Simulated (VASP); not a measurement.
# CaO (P6_3/mmc) in VASP: further runs

CaO is run at these levels: PBE; tasks: single point.

Everything below comes from runs of VASP 6.6.1. Logs are shortened: lines on timing, memory, paths and dates and some standing lists are left out, and cuts for length are marked.

**1. The cell of the first run**

Symmetry: P6_3/mmc, No. 194, hexagonal system. The conventional cell has a = 4.242 Å, b = 4.242 Å, c = 4.514 Å, α = 90.00°, β = 90.00°, γ = 120.00°. Ca (site symmetry -6m2) has 5 O at 2.26 to 2.45 Å within 3.0 Å. Within 3.0 Å of O (site symmetry -6m2) lie 5 Ca at 2.26 to 2.45 Å.

**2. Single point, PBE (17.58 Å³/atom)**

INCAR

```
SYSTEM = CaO
PREC = Accurate
ENCUT = 520
EDIFF = 1E-6
ISMEAR = 0
SIGMA = 0.05
LREAL = .False.
LASPH = .True.
NELM = 60
ALGO = Normal
ISIF = 2
LWAVE = .False.
LCHARG = .True.
GGA = PE
LELF = .True.
LVHAR = .True.
NBANDS = 24
```

KPOINTS

```
regular mesh
0
Gamma
  9 9 6
  0 0 0
```

POSCAR

```
CaO
1.0
    4.2417128028      0.0000000000      0.0000000000
   -2.1208564014      3.6734310428      0.0000000000
    0.0000000000      0.0000000000      4.5140307648
Ca O
2 2
Direct
    0.3333333333      0.6666666667      0.7500000000
    0.6666666667      0.3333333333      0.2500000000
    0.3333333333      0.6666666667      0.2500000000
    0.6666666667      0.3333333333      0.7500000000
```

Potentials or basis: VASP PAW PBE potentials, release 64 (Ca_sv, O).

Launch:

```console
$ cat potpaw_PBE.64/Ca_sv/POTCAR potpaw_PBE.64/O/POTCAR > POTCAR
$ mpirun -np 1 vasp_std > vasp.out
```

OUTCAR:

```text
SYSTEM = CaO
   PREC = Accurate
   ENCUT = 520
   EDIFF = 1E-6
   ISMEAR = 0
   LREAL = .False.
   LASPH = .True.
   NELM = 60
   ISIF = 2
   GGA = PE

 ion  position               nearest neighbor table
   1  0.333  0.667  0.750-   3 2.26   3 2.26   4 2.45   4 2.45   4 2.45
   2  0.667  0.333  0.250-   4 2.26   4 2.26   3 2.45   3 2.45   3 2.45
   3  0.333  0.667  0.250-   1 2.26   1 2.26   2 2.45   2 2.45   2 2.45
   4  0.667  0.333  0.750-   2 2.26   2 2.26   1 2.45   1 2.45   1 2.45

  LATTYP: Found a hexagonal cell.
 ALAT       =     4.2417128028
 C/A-ratio  =     1.0642000000

  Lattice vectors:

 A1 = (   4.2417128028,   0.0000000000,   0.0000000000)
 A2 = (  -2.1208564014,   3.6734310428,   0.0000000000)
 A3 = (   0.0000000000,   0.0000000000,   4.5140307648)

Analysis of symmetry for initial positions (statically):
=====================================================================
 Subroutine PRICEL returns:
 Original cell was already a primitive cell.

 Routine SETGRP: Setting up the symmetry group for a
 hexagonal supercell.

 Subroutine GETGRP returns: Found 24 space group operations
 (whereof 12 operations were pure point group operations)
 out of a pool of 24 trial point group operations.

The static configuration has the point symmetry D_3d.
 The point group associated with its full space group is D_6h.

Analysis of symmetry for dynamics (positions and initial velocities):
=====================================================================
 Subroutine PRICEL returns:
 Original cell was already a primitive cell.

 Routine SETGRP: Setting up the symmetry group for a
 hexagonal supercell.

 Subroutine GETGRP returns: Found 24 space group operations
 (whereof 12 operations were pure point group operations)
 out of a pool of 24 trial point group operations.

The dynamic configuration has the point symmetry D_3d.
 The point group associated with its full space group is D_6h.

 Subroutine INISYM returns: Found 24 space group operations
 (whereof 12 operations are pure point group operations),
 and found     1 'primitive' translations

----------------------------------------------------------------------------------------

                                     Primitive cell

  volume of cell :      70.3360

  direct lattice vectors                    reciprocal lattice vectors
     4.241712803  0.000000000  0.000000000     0.235753821  0.136112532  0.000000000
    -2.120856401  3.673431043  0.000000000     0.000000000  0.272225064  0.000000000
[... 92 lines left out ...]
   NSW    =      0    number of steps for IOM
   IBRION =     -1    ionic relax: 0-MD 1-quasi-New 2-CG
   NFREE  =      0    steps in history (QN), initial steepest desc. (CG)
   ISIF   =      2    stress and relaxation
   ISYM   =      2    0-nonsym 1-usesym 2-fastsym
   POTIM  = 0.5000    time-step for ionic-motion
   TEBEG  =    0.0;   TEEND  =   0.0 temperature during run
   PSTRESS=    0.0 pullay stress
   NELECT =      32.0000    total number of electrons
   NUPDOWN=      -1.0000    fix difference up-down
   EMIN   =  10.00;   EMAX   =-10.00  energy-range for DOS
   EFERMI =   0.00;   METHOD = LEGACY
   ISMEAR =     0;   SIGMA  =   0.05  broadening in eV -4-tet -1-fermi 0-gaus
   EFERMI_NEDOS =   21; number of points for ismear=-14 and -15
   IALGO  =     38    algorithm
   IMIX   =      4    mixing-type and parameters
     AMIX     =   0.40;   BMIX     =  1.00
     AMIX_MAG =   1.60;   BMIX_MAG =  1.00
  volume/ion in A,a.u.               =      17.58       118.66
  Fermi-wavevector in a.u.,A,eV,Ry     =   1.259116  2.379383 21.570297  1.585372
  Thomas-Fermi vector in A             =   2.392691
   LORBIT       =      0    0 simple, 1 ext, 2 COOP (PROOUT), +10 PAW based schemes
   GGA     = PE    functional components
   LHFCALC =     F    Hartree Fock is set to
   AEXX    =    0.0000 exact exchange contribution
   IVDW    =     0    specifies the selected vdW correction
   LEPSILON=     F    determine dielectric tensor
   LRPA    =     F    only Hartree local field effects (RPA)
 non-spin polarized calculation
 Gauss-broadening in eV      SIGMA  =   0.05
  energy-cutoff  :      520.00
  volume of cell :       70.34
 maximum number of plane-waves:      1932
 NGX is ok and might be reduce to    32
   NGX = 15   NGY = 15   NGZ = 17

 number of electron      31.9999995 magnetization

 Free energy of the ion-electron system (eV)
  ---------------------------------------------------
  ext. energy  EPLUGINS =         0.00000000
  ---------------------------------------------------
  free energy    TOTEN  =       -25.08469249 eV

  energy without entropy =      -25.08469249  energy(sigma->0) =      -25.08469249

 E-fermi :   1.4959     XC(G=0):  -9.0605

 val. band max:        1.2609720789   @ k =   0.0000   0.0000   0.0000
 cond. band min:       3.7788061296   @ k =   0.0000   0.0000   0.0000
 fundamental gap:      2.5178340507
 Fermi energy:         1.4958825026

 k-point     1 :       0.0000    0.0000    0.0000
  band No.  band energies     occupation
      1     -36.7724      2.00000
      2     -36.6475      2.00000
      3     -18.0167      2.00000
      4     -17.9259      2.00000
      5     -17.9259      2.00000
      6     -17.7017      2.00000
[... 637 lines left out ...]
     23       8.8471      0.00000
     24      10.1370      0.00000

 [... further k-points ...]

------------------------ aborting loop because EDIFF is reached ----------------------------------------

  FORCE on cell =-STRESS in cart. coord.  units (eV):
  Direction    XX          YY          ZZ          XY          YZ          ZX
  --------------------------------------------------------------------------------------
  -------------------------------------------------------------------------------------
  Total       -2.3683845     -2.3683845      4.3191645      0.0000000      0.0000000      0.0000000
  in kB      -53.9492155    -53.9492155     98.3858531      0.0000000      0.0000000      0.0000000
  external PRESSURE =      -3.1708593 kB  Pullay stress =       0.0000000 kB

 VOLUME and BASIS-vectors are now :
 -----------------------------------------------------------------------------
  energy-cutoff  :      520.00
  volume of cell :       70.34
      direct lattice vectors                 reciprocal lattice vectors
     4.241712803  0.000000000  0.000000000     0.235753821  0.136112532  0.000000000
    -2.120856401  3.673431043  0.000000000     0.000000000  0.272225064  0.000000000
     0.000000000  0.000000000  4.514030765     0.000000000  0.000000000  0.221531499

 POSITION                                       TOTAL-FORCE (eV/Angst)
 -----------------------------------------------------------------------------------
     -0.00000      2.44895      3.38552        -0.000000     -0.000000      0.000000
      2.12086      1.22448      1.12851        -0.000000      0.000000      0.000000
     -0.00000      2.44895      1.12851        -0.000000     -0.000000      0.000000
      2.12086      1.22448      3.38552         0.000000     -0.000000      0.000000
 -----------------------------------------------------------------------------------
    total drift:                                0.000000     -0.000000      0.000000

  FREE ENERGIE OF THE ION-ELECTRON SYSTEM (eV)
  ---------------------------------------------------
  free  energy   TOTEN  =       -25.0846924946 eV

  energy  without entropy=      -25.0846924946  energy(sigma->0) =      -25.08469249
```

Wall time 91 s (1 thread of Intel Xeon 8259CL, shared host); peak memory 0.23 GiB.

Results:

```
Free energy            : -25.0847 eV
Pressure               : -0.3 GPa
Band gap on the k mesh : 2.52 eV
```

Stress tensor (GPa, compression positive):
```
-5.39  0.00  0.00
 0.00 -5.39  0.00
 0.00  0.00  9.84
```

Caveat: the stress differs along the axes, from -5 to 10 GPa.

**3. Single point, PBE (17.58 Å³/atom)**

INCAR

```
ALGO     = Normal         # electronic algorithm
EDIFF    = 1E-7           # SCF threshold, eV
ENCUT    = 520            # plane-wave cutoff, eV
GGA      = PE             # functional
ISIF     = 2              # what is computed and relaxed
ISMEAR   = 0              # smearing method
LASPH    = True           # aspherical terms in the spheres
LCHARG   = False          # write CHGCAR
LREAL    = False          # projectors in reciprocal space
LWAVE    = False          # write WAVECAR
NBANDS   = 24             # bands
NELM     = 60             # most SCF steps
PREC     = Accurate       # precision mode
SIGMA    = 0.05           # smearing width, eV
```

KPOINTS

```
k-points
0
Gamma
  9 9 6
```

POSCAR

```
CaO
1.0
    4.0203960546      0.0000000000      0.0000000000
   -2.0101980273      3.4817651166      0.0000000000
    0.0000000000      0.0000000000      5.0246909891
Ca O
2 2
Direct
    0.3333333333      0.6666666667      0.7500000000
    0.6666666667      0.3333333333      0.2500000000
    0.3333333333      0.6666666667      0.2500000000
    0.6666666667      0.3333333333      0.7500000000
```

Potentials or basis: VASP PAW PBE potentials, release 64 (Ca_sv, O).

Launch:

```console
$ cat potpaw_PBE.64/Ca_sv/POTCAR potpaw_PBE.64/O/POTCAR > POTCAR
$ mpirun -np 1 vasp_std > vasp.out
```

Wall time 2.5 min (1 thread of Intel Xeon 8259CL, shared host); peak memory 0.22 GiB.

It converged, with:

- Free energy: -25.2912 eV
- Pressure: -3.6 GPa
- Band gap on the k mesh: 3.01 eV

Stress tensor (GPa, compression positive):
```
-2.28  0.00  0.00
 0.00 -2.28  0.00
 0.00  0.00 -6.10
```

Levels at points of the mesh, in eV from the valence-band top:
| k point | band 13 | band 14 | band 15 | band 16 | band 17 | band 18 | band 19 | band 20 |
| --- | --- | --- | --- | --- | --- | --- | --- | --- |
| (0.00, 0.00, 0.00) | -1.09 | -1.03 | -1.03 | 0.00 | 3.01 | 6.10 | 6.10 | 7.16 |
| (0.00, 0.00, 0.50) | -1.14 | -1.14 | -1.14 | -1.14 | 4.84 | 4.84 | 7.45 | 7.45 |

Caveat: the cell stands under tension.
